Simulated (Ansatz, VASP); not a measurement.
**Two plane-wave programs on Au**

File INCAR:

```
SYSTEM = Au
ALGO     = Normal         ! electronic algorithm
EDIFF    = 1E-7           ! SCF threshold, eV
EDIFFG   = -0.01          ! ionic threshold
ENCUT    = 600            ! plane-wave cutoff, eV
GGA      = RE             ! functional
IBRION   = 2              ! ionic algorithm
ISIF     = 3              ! what is computed and relaxed
ISMEAR   = -1             ! smearing method
IVDW     = 12             ! dispersion correction
LASPH    = .True.         ! aspherical terms in the spheres
LCHARG   = .False.        ! write CHGCAR
LREAL    = .False.        ! projectors in reciprocal space
LWAVE    = .False.        ! write WAVECAR
NELM     = 80             ! most SCF steps
NSW      = 60             ! ionic steps
PREC     = Accurate       ! precision mode
SIGMA    = 0.05           ! smearing width, eV
```

Contents of KPOINTS:

```
k-points
0
Gamma
  11 11 11
  0 0 0
```

File POSCAR:

```
Au
1.0
   -1.6572690000      1.6572690000      1.6572690000
    1.6572690000     -1.6572690000      1.6572690000
    1.6572690000      1.6572690000     -1.6572690000
Au
1
Direct
    0.0000000000      0.0000000000      0.0000000000
```

The input input.yaml:

```yaml
crystal:
  lattice:
    - [-1.657269, 1.657269, 1.657269]
    - [1.657269, -1.657269, 1.657269]
    - [1.657269, 1.657269, -1.657269]
  atoms:
    - { symbol: Au, position: [0.0, 0.0, 0.0] }
hamiltonian:
  xc: revpbe
  pseudopotentials: { kind: paw }
  dispersion: d3bj
kpoints:
  mp_grid: { grid: [11, 11, 11] }
scf:
  occupations: { method: fermi_dirac, width: 0.05 }
output:
  forces: true
  stress: true
  eigenvalues: true
relax:
  f_tol: 0.01
  max_steps: 40
  cell: { stress_tol: 0.05 }
```

Alike in both runs: task relaxation of cell and atoms; functional revPBE; dispersion D3(BJ); k mesh 11 × 11 × 11; occupations fermi-dirac, width 0.05 eV; no spin polarisation.

```csv
,VASP,Ansatz
version,VASP 6.6.1,Ansatz 0.2.0
potentials or method,"VASP PAW PBE potentials, release 64 (Au)",Ansatz PAW
plane-wave cutoff (eV),600,420
valence electrons in the cell,11,19
```

|  | VASP | Ansatz | Ansatz less VASP |
| --- | --- | --- | --- |
| gap on the k mesh at the Fermi level, each at its own relaxed structure (eV) | none | none | - |
| relaxed volume (Å³/atom) | 17.02 | 17.04 | +0.017 |
| relaxed cell length with the largest relative difference (Å) | 2.807 | 2.808 | +0.0010 |

VASP's potentials were made for PBE, not for revPBE. A gap of «none» marks a metal or a gap that the smearing closes. VASP's potentials hold 11 valence electrons a cell and Ansatz's 19, so a difference there can come from the potentials and not from the codes.

Neither program's run includes spin-orbit coupling. Noted on Ansatz's run: the plane-wave basis is chosen anew once the cell has moved, so the energies of steps on either side of that aren't comparable.
